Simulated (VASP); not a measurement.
## Mg2BeS3: single point with PBE

Crystal: Mg2BeS3.

```
Mg Be S
1.0
     4.97763    0.00000    0.00000
    -2.48882    4.31075    0.00000
     0.00000    0.00000    8.34580
Mg Be S
2 1 3
Direct
  0.33333 0.66667 0.50000
  0.66667 0.33333 0.50000
  0.00000 0.00000 0.00000
  0.00000 0.00000 0.22340
  0.00000 0.00000 0.77660
  0.00000 0.00000 0.50000
```

The cell was generated, and may not be a known phase.

* Program: VASP 6.6.1
* Task: single point
* Functional: PBE
* Potentials or basis: VASP PAW PBE potentials, release 64 (Mg, Be, S)
* Cutoff: 600 eV
* k mesh: 12 × 12 × 6
* Occupations: gaussian, width 0.1 eV
* Spin: no spin polarisation

| Property | Result |
| --- | --- |
| Pressure | -0.1 GPa |
| Largest force | 0.007 eV/Å |
| Band gap on the k mesh | zero (bands 12 and 13 overlap by 0.36 eV) |

Forces on the atoms (eV/Å):
```
Mg   0.000  0.000  0.000
Mg   0.000  0.000  0.000
Be   0.000  0.000  0.000
S    0.000  0.000  0.007
S    0.000  0.000 -0.007
S    0.000  0.000  0.000
```

Levels at points of the mesh, in eV from the Fermi level:
```tsv
k point	band 8	band 9	band 10	band 11	band 12	band 13	band 14	band 15	band 16	band 17
(0.00, 0.00, 0.00)	-3.01	-1.88	-1.88	-1.69	-1.69	0.89	0.89	1.21	1.49	3.23
(0.50, 0.00, 0.00)	-2.66	-2.27	-2.03	-1.81	-1.42	1.13	1.42	3.04	3.06	3.40
(0.00, 0.00, 0.50)	-2.88	-2.38	-2.38	-1.03	-1.03	0.32	0.89	0.89	1.19	3.77
(0.50, 0.00, 0.50)	-2.99	-2.53	-1.50	-1.42	-1.13	0.53	1.15	1.84	2.87	3.39
```

Run time: 10 min on 1 thread of Oxide Virtual Turin-like Processor, with other jobs on the host, peak memory 0.52 GiB.

Caveat: semilocal functionals underestimate gaps, and a narrow one can read as zero.
